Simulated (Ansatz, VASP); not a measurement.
# RhCl: VASP beside Ansatz

Contents of INCAR:

```
SYSTEM = RhCl
PREC = Accurate
ENCUT = 520
EDIFF = 1E-6
ISMEAR = 0
SIGMA = 0.1
LREAL = .False.
LASPH = .True.
NELM = 150
ALGO = Normal
ISIF = 2
LWAVE = .False.
LCHARG = .True.
ISPIN = 2
MAGMOM = 1 0
LORBIT = 11
LMAXMIX = 4
GGA = PE
LELF = .True.
LVHAR = .True.
NBANDS = 22
```

KPOINTS

```
Automatic mesh
0
Gamma
  6 6 6
  0 0 0
```

The input POSCAR:

```
RhCl
1.0
    3.4133763685      0.0000000000      0.0000000000
    0.0000000000      3.4133763685      0.0000000000
    0.0000000000      0.0000000000      3.4133763685
Rh Cl
1 1
Direct
    0.0000000000      0.0000000000      0.0000000000
    0.5000000000      0.5000000000      0.5000000000
```

Input for Ansatz:

```yaml
crystal:
  lattice:
    - [3.4133763685, 0.0, 0.0]
    - [0.0, 3.4133763685, 0.0]
    - [0.0, 0.0, 3.4133763685]
  atoms:
    - { symbol: Rh, position: [0.0, 0.0, 0.0], spin: 1.0 }
    - { symbol: Cl, position: [0.5, 0.5, 0.5] }
basis:
  ecutwfc: 420
kpoints:
  mp_grid: { grid: [6, 6, 6] }
hamiltonian:
  xc: pbe
scf:
  occupations: { method: gaussian, width: 0.1 }
  lower_state_search: "off"
output:
  forces: true
  stress: true
  eigenvalues: true
  populations: true
magnetization:
  spin_polarized: true
```

Alike in both runs: task single point; functional PBE; k mesh 6 × 6 × 6; occupations gaussian, width 0.1 eV; collinear spin.

|  | VASP | Ansatz |
| --- | --- | --- |
| version | VASP 6.6.1 | Ansatz 0.2.0 |
| potentials or method | VASP PAW PBE potentials, release 64 (Rh_pv, Cl), cutoff 520 eV | scalar-relativistic, plane waves, PAW |
| valence electrons in the cell | 22 | 24 |

|  | VASP | Ansatz | Ansatz less VASP |
| --- | --- | --- | --- |
| gap on the k mesh at the Fermi level (eV) | none | none | - |
| pressure (GPa) | -9.4 | -9.3 | +0.03 |
| net moment per atom (μB) | 1.00 | 1.00 | 0.000 |
| size of the moment on the site where the two differ most (μB) | 0.23 | 0.25 | +0.018 |

Site moments also hang on the region over which each program counts them. A gap of «none» marks a metal or a gap that the smearing closes. VASP's potentials hold 22 valence electrons a cell and Ansatz's 24, so a difference there can come from the potentials and not from the codes.
